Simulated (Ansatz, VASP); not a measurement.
**One calculation of KI, two programs**

POSCAR

```
KI
1.0
    0.0000000000      3.7307167210      4.3421203459
    3.7307167210      0.0000000000      4.3421203459
    3.7307167210      3.7307167210      0.0000000000
K I
1 1
Direct
    0.0000000000      0.0000000000      0.0000000000
    0.2500000000      0.2500000000      0.2500000000
```

Contents of INCAR.step1:

```
PREC     = Accurate       # precision mode
ENCUT    = 520            # plane-wave cutoff, eV
ISMEAR   = 0              # smearing method
SIGMA    = 0.01           # smearing width, eV
LREAL    = False          # projectors in reciprocal space
LASPH    = True           # aspherical terms in the spheres
NELM     = 60             # most SCF steps
NBANDS   = 15             # bands
GGA      = PE             # functional
ALGO     = Normal         # electronic algorithm
EDIFF    = 1E-4           # SCF threshold, eV
LWAVE    = True           # write WAVECAR
LCHARG   = False          # write CHGCAR
```

File INCAR.step2:

```
PREC     = Accurate       # precision mode
ENCUT    = 520            # plane-wave cutoff, eV
EDIFF    = 1E-6           # SCF threshold, eV
ISMEAR   = 0              # smearing method
SIGMA    = 0.01           # smearing width, eV
LREAL    = False          # projectors in reciprocal space
LASPH    = True           # aspherical terms in the spheres
NELM     = 60             # most SCF steps
ALGO     = Normal         # electronic algorithm
ISIF     = 2              # what is computed and relaxed
LWAVE    = False          # write WAVECAR
LCHARG   = False          # write CHGCAR
METAGGA  = R2SCAN         # meta-GGA
LMIXTAU  = True         
NBANDS   = 15             # bands
ISTART   = 1
```

File KPOINTS:

```
regular mesh
0
Gamma
  6 6 6
```

Input for Ansatz:

```yaml
crystal:
  lattice:
    - [0.0, 3.730716721, 4.3421203459]
    - [3.730716721, 0.0, 4.3421203459]
    - [3.730716721, 3.730716721, 0.0]
  atoms:
    - { symbol: K, position: [0.0, 0.0, 0.0] }
    - { symbol: I, position: [0.25, 0.25, 0.25] }
kpoints:
  mp_grid: { grid: [6, 6, 6] }
  band_path:
    path:
      - [0.0, 0.0, 0.0]
      - [-0.5, -0.5, 0.0]
      - [-0.375, -0.375, 0.25]
      - [-0.375, 0.0, 0.375]
      - [0.0, 0.0, 0.5]
      - [-0.5, -0.25, 0.25]
      - [0.25, 0.25, -0.489583]
    npoints: 1
hamiltonian:
  xc: r2scan
scf:
  occupations: { method: fixed }
  n_extra_bands: 4
output:
  forces: true
  stress: true
  eigenvalues: true
  write_density: true
  write_potential: true
  elf: true
  volumetric_format: npy
```

Change from the starting cell: epitaxial_xy strain -5.9%.

Alike in both runs: task single point; functional r2SCAN; k mesh 6 × 6 × 6; no spin polarisation.

|  | VASP | Ansatz |
| --- | --- | --- |
| version | VASP 6.6.1 | Ansatz 0.2.0 |
| potentials or method | VASP PAW PBE potentials, release 64 (K_sv, I) | plane waves, PAW |
| plane-wave cutoff (eV) | 520 | 500 |
| occupations | gaussian, width 0.01 eV | fixed |
| valence electrons in the cell | 16 | 26 |

|  | VASP | Ansatz | Ansatz less VASP |
| --- | --- | --- | --- |
| gap on the k mesh at the Fermi level (eV) | 4.37 | 4.37 | +0.004 |
| pressure (GPa) | 0.1 | 0.1 | 0.00 |
| traceless stress, the component that is largest in VASP (GPa) | -0.09 | -0.09 | -0.003 |

VASP's potentials were made for PBE, not for r2SCAN. VASP's potentials hold 16 valence electrons a cell and Ansatz's 26, so a difference there can come from the potentials and not from the codes.

Spin-orbit coupling is off throughout.
